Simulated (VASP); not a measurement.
## Ti: single point with PBEsol

The system is Ti.

```
Ti
1.0
     2.95000    0.00000    0.00000
    -1.47500    2.55477    0.00000
     0.00000    0.00000    4.68600
Ti
2
Direct
  0.28930 0.57860 0.15397
  0.66667 0.33333 0.75000
```

This cell differs from its parent crystal: atom 1 (Ti) moved by (-0.225, -0.450) A along y and z.

```json
{
  "Program": "VASP 6.6.1",
  "Task": "single point",
  "Functional": "PBEsol",
  "Potentials or basis": "VASP PAW PBE potentials, release 64 (Ti_sv)",
  "Cutoff": "520 eV",
  "k mesh": "18 × 18 × 10",
  "Occupations": "gaussian, width 0.15 eV",
  "Spin": "no spin polarisation",
  "Dipole correction": "no",
  "Further INCAR settings": "ALGO = Fast; EDIFF = 1e-06; NBANDS = 19"
}
```

```yaml
Pressure: 1.9 GPa
Largest_force: 2.669 eV/Å
Band_gap_on_the_k_mesh: zero (bands 12 and 13 overlap by 0.77 eV)
```

Forces on the atoms (eV/Å):
```
Ti   0.000  0.192  2.662
Ti   0.000 -0.192 -2.662
```

Stress tensor (GPa, compression positive):
```
 3.07  0.00  0.00
 0.00 -4.45  1.06
 0.00  1.06  7.20
```

Levels at points of the mesh, in eV from the Fermi level:
| k point | band 9 | band 10 | band 11 | band 12 | band 13 | band 14 | band 15 | band 16 |
| --- | --- | --- | --- | --- | --- | --- | --- | --- |
| (0.00, 0.00, 0.00) | -5.98 | -2.82 | -0.04 | 0.43 | 0.54 | 0.62 | 0.80 | 2.09 |
| (0.50, 0.00, 0.00) | -2.46 | -2.10 | -1.31 | -0.46 | 0.38 | 0.43 | 1.58 | 3.23 |
| (0.00, 0.50, 0.00) | -2.60 | -2.37 | -1.78 | -0.34 | 0.08 | 1.06 | 2.18 | 3.34 |
| (0.00, 0.00, 0.50) | -4.36 | -4.03 | -1.13 | 0.37 | 0.43 | 0.45 | 0.49 | 2.02 |
| (0.50, 0.00, 0.50) | -2.72 | -2.26 | -1.20 | -0.22 | 1.02 | 1.53 | 1.80 | 2.70 |
| (0.00, 0.50, 0.50) | -2.64 | -2.09 | -1.42 | -0.39 | 0.60 | 1.38 | 2.05 | 2.76 |

It took 16 min on 1 thread of Intel(R) Xeon(R) 6975P-C (Granite Rapids), with other jobs on the host, peak memory 0.54 GiB.

Caveat: the cell differs from its parent crystal (atom 1 (Ti) moved by (-0.225, -0.450) A along y and z); the stress differs along the axes, from -4 to 7 GPa; the PAW data sets were made with another functional, which shifts forces and pressure a little.
